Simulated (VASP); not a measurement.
# Ca in VASP: single point with PBE

Aim: the single point of Ca with PBE.

Everything below comes from runs of VASP 6.6.1. Logs are shortened: lines on timing, memory, paths and dates and some standing lists are left out, and cuts for length are marked.

## (1) The cell of the first run

The typed cell holds 2 atoms: a = 3.910 Å, b = 3.910 Å, c = 5.511 Å, α = 90.00°, β = 90.00°, γ = 90.00°.

## (2) Single point, PBE

Input file INCAR:

```
PREC = Accurate
ENCUT = 520
EDIFF = 1E-7
ISMEAR = 0
SIGMA = 0.15
LREAL = False
LASPH = True
NELM = 60
ALGO = Fast
ISIF = 2
LWAVE = False
LCHARG = True
GGA = PE
LELF = True
LVHAR = True
NBANDS = 17
```

Input file KPOINTS:

```
Automatic mesh
0
Gamma
  10 10 6
```

Input file POSCAR:

```
Ca
1.0
    0.0000000000     -3.9097565251      0.0000000000
   -3.9104486421      0.0000000000      0.0000000000
    0.0000000000      0.0000000000     -5.5107929771
Ca
2
Direct
    0.5000000000      0.5000000000      0.0000000000
    0.0000000000      0.0000000000      0.5000000000
```

Potentials or basis: VASP PAW PBE potentials, release 64 (Ca_sv).

The run is started by

```console
cat potpaw_PBE.64/Ca_sv/POTCAR > POTCAR
mpirun -np 1 vasp_std > vasp.out
```

OUTCAR:

```text
PREC = Accurate
   ENCUT = 520
   EDIFF = 1E-7
   ISMEAR = 0
   LREAL = False
   LASPH = True
   NELM = 60
   ISIF = 2
   GGA = PE

 ion  position               nearest neighbor table
   1  0.500  0.500  0.000-
   2  0.000  0.000  0.500-

  LATTYP: Found a simple orthorhombic cell.
 ALAT       =     3.9097565251
 B/A-ratio  =     1.0001770230
 C/A-ratio  =     1.4094977377

  Lattice vectors:

 A1 = (   0.0000000000,  -3.9097565251,   0.0000000000)
 A2 = (  -3.9104486421,   0.0000000000,   0.0000000000)
 A3 = (   0.0000000000,   0.0000000000,  -5.5107929771)

Analysis of symmetry for initial positions (statically):
=====================================================================
 Subroutine PRICEL returns following result:

  LATTYP: Found a body centered orthorhombic cell.
 ALAT       =     3.9097565251
 B/A-ratio  =     1.0001770230
 C/A-ratio  =     1.4094977377

  Lattice vectors:

 A1 = (   1.9552243210,   1.9548782626,   2.7553964886)
 A2 = (  -1.9552243210,  -1.9548782626,   2.7553964885)
 A3 = (   1.9552243211,  -1.9548782626,  -2.7553964886)

   2 primitive cells build up your supercell.

 Routine SETGRP: Setting up the symmetry group for a
 simple orthorhombic supercell.

 Subroutine GETGRP returns: Found  8 space group operations
 (whereof  8 operations were pure point group operations)
 out of a pool of  8 trial point group operations.

The static configuration has the point symmetry D_2h.

Analysis of symmetry for dynamics (positions and initial velocities):
=====================================================================
 Subroutine PRICEL returns following result:

  LATTYP: Found a body centered orthorhombic cell.
 ALAT       =     3.9097565251
 B/A-ratio  =     1.0001770230
 C/A-ratio  =     1.4094977377

  Lattice vectors:

 A1 = (   1.9552243210,   1.9548782626,   2.7553964886)
 A2 = (  -1.9552243210,  -1.9548782626,   2.7553964885)
 A3 = (   1.9552243211,  -1.9548782626,  -2.7553964886)

   2 primitive cells build up your supercell.

 Routine SETGRP: Setting up the symmetry group for a
 simple orthorhombic supercell.

 Subroutine GETGRP returns: Found  8 space group operations
 (whereof  8 operations were pure point group operations)
 out of a pool of  8 trial point group operations.

The dynamic configuration has the point symmetry D_2h.

 Subroutine INISYM returns: Found  8 space group operations
 (whereof  8 operations are pure point group operations),
 and found     2 'primitive' translations

----------------------------------------------------------------------------------------

                                     Primitive cell

  volume of cell :      42.1270

  direct lattice vectors                    reciprocal lattice vectors
     1.955224321  1.954878263  2.755396489     0.255725133  0.000000000  0.181462088
    -1.955224321 -1.954878263  2.755396489     0.000000000 -0.255770402  0.181462088
     1.955224321 -1.954878263 -2.755396489     0.255725133 -0.255770402  0.000000000

  length of vectors
     3.903416577  3.903416577  3.903416577     0.313566314  0.313603234  0.361681963

  position of ions in fractional coordinates (direct lattice)
     0.500000000  0.500000000  1.000000000

  ion indices of the primitive-cell ions
   primitive index   ion index
                 1           1

----------------------------------------------------------------------------------------

 KPOINTS: Automatic mesh

Automatic generation of k-mesh.
 Grid dimensions read from file:
 generate k-points for:   10   10    6

 Generating k-lattice:

  Cartesian coordinates                     Fractional coordinates (reciprocal lattice)
     0.000000000 -0.025577040  0.000000000     0.100000000  0.000000000  0.000000000
    -0.025572513  0.000000000  0.000000000     0.000000000  0.100000000  0.000000000
     0.000000000  0.000000000 -0.030243681     0.000000000  0.000000000  0.166666667

  Length of vectors
     0.025577040  0.025572513  0.030243681

  Shift w.r.t. Gamma in fractional coordinates (k-lattice)
     0.000000000  0.000000000  0.000000000

 Subroutine IBZKPT returns following result:
 ===========================================

 Found    144 irreducible k-points:

 Following reciprocal coordinates:
            Coordinates               Weight
  0.000000  0.000000  0.000000      1.000000
  0.100000  0.000000  0.000000      2.000000
  0.200000  0.000000  0.000000      2.000000
  0.300000  0.000000  0.000000      2.000000
  0.400000  0.000000  0.000000      2.000000
  0.500000  0.000000  0.000000      1.000000
[... 16 lines left out ...]
  0.400000  0.300000  0.000000      4.000000
  0.500000  0.300000  0.000000      2.000000
 [... further k-points ...]
   k-points           NKPTS =    144   k-points in BZ     NKDIM =    144   number of bands    NBANDS=     17
   number of dos      NEDOS =    301   number of ions     NIONS =      2
   total plane-waves  NPLWV =  37800
   dimension x,y,z NGX =    30 NGY =   30 NGZ =   42
   dimension x,y,z NGXF=    60 NGYF=   60 NGZF=   84
   ions per type =               2
   NGX,Y,Z   is equivalent  to a cutoff of  12.76, 12.75, 12.67 a.u.
   NGXF,Y,Z  is equivalent  to a cutoff of  25.51, 25.51, 25.34 a.u.
 SYSTEM =  unknown system
   PREC   = accura    normal or accurate (medium, high low for compatibility)
   ISTART =      0    job   : 0-new  1-cont  2-samecut
   ICHARG =      2    charge: 1-file 2-atom 10-const
   ISPIN  =      1    spin polarized calculation?
   LNONCOLLINEAR =      F non collinear calculations
   LSORBIT =      F    spin-orbit coupling
   LASPH  =      T    aspherical Exc in radial PAW
   ENCUT  =  520.0 eV  38.22 Ry    6.18 a.u.   7.27  7.27 10.25*2*pi/ulx,y,z
   NELM   =     60;   NELMIN=  2; NELMDL= -5     # of ELM steps
   EDIFF  = 0.1E-06   stopping-criterion for ELM
   LREAL  =      F    real-space projection
   EDIFFG = 0.1E-05   stopping-criterion for IOM
   NSW    =      0    number of steps for IOM
   IBRION =     -1    ionic relax: 0-MD 1-quasi-New 2-CG
   NFREE  =      0    steps in history (QN), initial steepest desc. (CG)
   ISIF   =      2    stress and relaxation
   ISYM   =      2    0-nonsym 1-usesym 2-fastsym
   POTIM  = 0.5000    time-step for ionic-motion
   TEBEG  =    0.0;   TEEND  =   0.0 temperature during run
   PSTRESS=    0.0 pullay stress
   NELECT =      20.0000    total number of electrons
   NUPDOWN=      -1.0000    fix difference up-down
   EMIN   =  10.00;   EMAX   =-10.00  energy-range for DOS
   EFERMI =   0.00;   METHOD = LEGACY
   ISMEAR =     0;   SIGMA  =   0.15  broadening in eV -4-tet -1-fermi 0-gaus
   EFERMI_NEDOS =   21; number of points for ismear=-14 and -15
   IALGO  =     68    algorithm
   IMIX   =      4    mixing-type and parameters
     AMIX     =   0.40;   BMIX     =  1.00
     AMIX_MAG =   1.60;   BMIX_MAG =  1.00
  volume/ion in A,a.u.               =      42.13       284.29
  Fermi-wavevector in a.u.,A,eV,Ry     =   1.013650  1.915521 13.979801  1.027486
  Thomas-Fermi vector in A             =   2.146831
   LORBIT       =      0    0 simple, 1 ext, 2 COOP (PROOUT), +10 PAW based schemes
   GGA     = PE    functional components
   LHFCALC =     F    Hartree Fock is set to
   AEXX    =    0.0000 exact exchange contribution
   IVDW    =     0    specifies the selected vdW correction
   LEPSILON=     F    determine dielectric tensor
   LRPA    =     F    only Hartree local field effects (RPA)
 non-spin polarized calculation
 RMM-DIIS sequential band-by-band and
 Gauss-broadening in eV      SIGMA  =   0.15
  energy-cutoff  :      520.00
  volume of cell :       84.25
 maximum number of plane-waves:      2316
 NGX is ok and might be reduce to    30
   NGX = 15   NGY = 15   NGZ = 21

 number of electron      20.0000005 magnetization

 Free energy of the ion-electron system (eV)
  ---------------------------------------------------
  ext. energy  EPLUGINS =         0.00000000
  ---------------------------------------------------
  free energy    TOTEN  =        -3.87527338 eV

  energy without entropy =       -3.84706641  energy(sigma->0) =       -3.86116989

 E-fermi :   1.9692     XC(G=0):  -7.7410

 val. band max:        1.9519228539   @ k =   0.5000   0.5000   0.3333
 cond. band min:       1.9820912822   @ k =   0.1000   0.3000   0.0000
 fundamental gap:      0.0301684283
 Fermi energy:         1.9691664775

 k-point     1 :       0.0000    0.0000    0.0000
  band No.  band energies     occupation
      1     -40.0469      2.00000
      2     -40.0286      2.00000
      3     -21.0945      2.00000
      4     -21.0155      2.00000
      5     -21.0154      2.00000
      6     -20.9640      2.00000
[... 9 lines left out ...]
     16       5.3677      0.00000
     17       5.3882      0.00000

 k-point     2 :       0.1000    0.0000    0.0000
  band No.  band energies     occupation
      1     -40.0461      2.00000
      2     -40.0286      2.00000
      3     -21.0906      2.00000
      4     -21.0212      2.00000
      5     -21.0136      2.00000
      6     -20.9723      2.00000
[... 9 lines left out ...]
     16       5.3207      0.00000
     17       5.3894      0.00000

 k-point     3 :       0.2000    0.0000    0.0000
  band No.  band energies     occupation
      1     -40.0436      2.00000
      2     -40.0288      2.00000
      3     -21.0796      2.00000
      4     -21.0359      2.00000
      5     -21.0085      2.00000
      6     -20.9945      2.00000
[... 9 lines left out ...]
     16       5.1097      0.00000
     17       5.4246      0.00000

 k-point     4 :       0.3000    0.0000    0.0000
  band No.  band energies     occupation
      1     -40.0402      2.00000
      2     -40.0294      2.00000
      3     -21.0629      2.00000
      4     -21.0527      2.00000
      5     -21.0229      2.00000
      6     -21.0009      2.00000
[... 9 lines left out ...]
     16       4.9042      0.00000
     17       5.0579      0.00000
[... 343 lines left out ...]
      1     -40.0351      2.00000
      2     -40.0287      2.00000
      3     -21.0675      2.00000
      4     -21.0512      2.00000
      5     -21.0422      2.00000
      6     -21.0156      2.00000
[... 9 lines left out ...]
     16       5.1600      0.00000
     17       5.1615      0.00000

 k-point    23 :       0.4000    0.3000    0.0000
  band No.  band energies     occupation
      1     -40.0325      2.00000
      2     -40.0291      2.00000
      3     -21.0777      2.00000
      4     -21.0692      2.00000
      5     -21.0297      2.00000
      6     -21.0130      2.00000
[... 9 lines left out ...]
     16       5.3972      0.00000
     17       5.4863      0.00000

 k-point    24 :       0.5000    0.3000    0.0000
  band No.  band energies     occupation
      1     -40.0304      2.00000
      2     -40.0304      2.00000
      3     -21.0793      2.00000
      4     -21.0793      2.00000
      5     -21.0170      2.00000
      6     -21.0170      2.00000
[... 9 lines left out ...]
     16       5.4049      0.00000
     17       5.8253      0.00000

 [... further k-points ...]
[... 5 lines left out ...]
  --------------------------------------------------------------------------------------
  -------------------------------------------------------------------------------------
  Total       -0.0018911      0.0010775      0.0486662      0.0000000      0.0000000      0.0000000
  in kB       -0.0359607      0.0204903      0.9254379      0.0000000      0.0000000      0.0000000
  external PRESSURE =       0.3033225 kB  Pullay stress =       0.0000000 kB

 VOLUME and BASIS-vectors are now :
 -----------------------------------------------------------------------------
  energy-cutoff  :      520.00
  volume of cell :       84.25
      direct lattice vectors                 reciprocal lattice vectors
     0.000000000 -3.909756525  0.000000000     0.000000000 -0.255770402  0.000000000
    -3.910448642  0.000000000  0.000000000    -0.255725133  0.000000000  0.000000000
     0.000000000  0.000000000 -5.510792977     0.000000000  0.000000000 -0.181462088

 POSITION                                       TOTAL-FORCE (eV/Angst)
 -----------------------------------------------------------------------------------
     -1.95522     -1.95488      0.00000        -0.000000     -0.000000      0.000000
      0.00000      0.00000     -2.75540         0.000000      0.000000      0.000000
 -----------------------------------------------------------------------------------
    total drift:                               -0.000000     -0.000000     -0.000000

  FREE ENERGIE OF THE ION-ELECTRON SYSTEM (eV)
  ---------------------------------------------------
  free  energy   TOTEN  =        -3.8752733787 eV

  energy  without entropy=       -3.8470664092  energy(sigma->0) =       -3.86116989
```

It took 4.1 min on 1 thread of Intel Xeon Platinum 8259CL at 2.50GHz (Skylake/Cascade Lake), shared host; peak memory 0.31 GiB.

What came out:

* Free energy: -3.8753 eV
* Pressure: 0.0 GPa
* Band gap on the k mesh: zero (bands 10 and 11 overlap by 0.36 eV)

Stress tensor (GPa, compression positive):
```
0.00 0.00 0.00
0.00 0.00 0.00
0.00 0.00 0.09
```

The gap in the log of VASP goes by the Fermi energy; the results here count the filled bands.